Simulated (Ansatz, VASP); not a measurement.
## One calculation of Pb, two programs

```
Pb
1.0
     0.00000    2.15757    3.23635
     2.15757    0.00000    3.23635
     2.15757    2.15757    0.00000
Pb
1
Direct
  0.00000 0.00000 0.00000
```

Alike in both runs: task single point; functional PBE; k mesh 18 × 18 × 18; occupations gaussian, width 0.15 eV; no spin polarisation.

|  | VASP | Ansatz |
| --- | --- | --- |
| version | VASP 6.6.1 | Ansatz 0.2.0 |
| potentials or method | VASP PAW PBE potentials, release 64 (Pb_d), cutoff 520 eV | scalar-relativistic, plane waves, PAW |
| valence electrons in the cell | 14 | 14 |

VASP gave:

| Property | Result |
| --- | --- |
| gap on the k mesh at the Fermi level (eV) | none |
| pressure (GPa) | 6.5 |
| traceless stress, the component that is largest in VASP (GPa) | -8.65 |

**Question.** Estimate Ansatz's values.

**Answer.** gap on the k mesh at the Fermi level (eV): none; pressure (GPa): 6.6; traceless stress, the component that is largest in VASP (GPa): -8.63.

A gap of «none» marks a metal or a gap that the smearing closes. With one functional, cell and mesh, what is left measures potentials, basis and numerics.

Spin-orbit coupling is off throughout.
